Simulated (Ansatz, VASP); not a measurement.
# CuGe in VASP and in Ansatz

```
Cu Ge
1.0
     1.80317   -4.21411    0.00000
     1.80317    4.21411    0.00000
     0.00000    0.00000    4.15936
Cu Ge
2 2
Direct
  0.58380 0.41620 0.25000
  0.41620 0.58380 0.75000
  0.87495 0.12505 0.25000
  0.12505 0.87495 0.75000
```

Alike in both runs: functional PBE; k mesh 4 × 4 × 6; occupations gaussian, width 0.1 eV; no spin polarisation.

Ansatz relaxed the structure, and its values are those at the end. VASP's run is a single point on that final structure, the one shown.

```csv
,VASP,Ansatz
version,VASP 6.6.1,Ansatz 0.2.0
potentials or method,"VASP PAW PBE potentials, release 64 (Cu, Ge_d), cutoff 520 eV","scalar-relativistic, plane waves, PAW"
valence electrons in the cell,50,66
```

|  | VASP | Ansatz | Ansatz less VASP |
| --- | --- | --- | --- |
| gap on the k mesh at the Fermi level (eV) | none | none | - |
| pressure (GPa) | 0.2 | 0.0 | -0.12 |
| rms of the force components (eV/Å) | 0.008 | 0.001 | -0.0068 |

A gap of «none» marks a metal or a gap that the smearing closes. With one functional, cell and mesh, what is left measures potentials, basis and numerics. VASP's potentials hold 50 valence electrons a cell and Ansatz's 66, so a difference there can come from the potentials and not from the codes.

The k mesh is coarse, so the values compare programs but aren't converged.
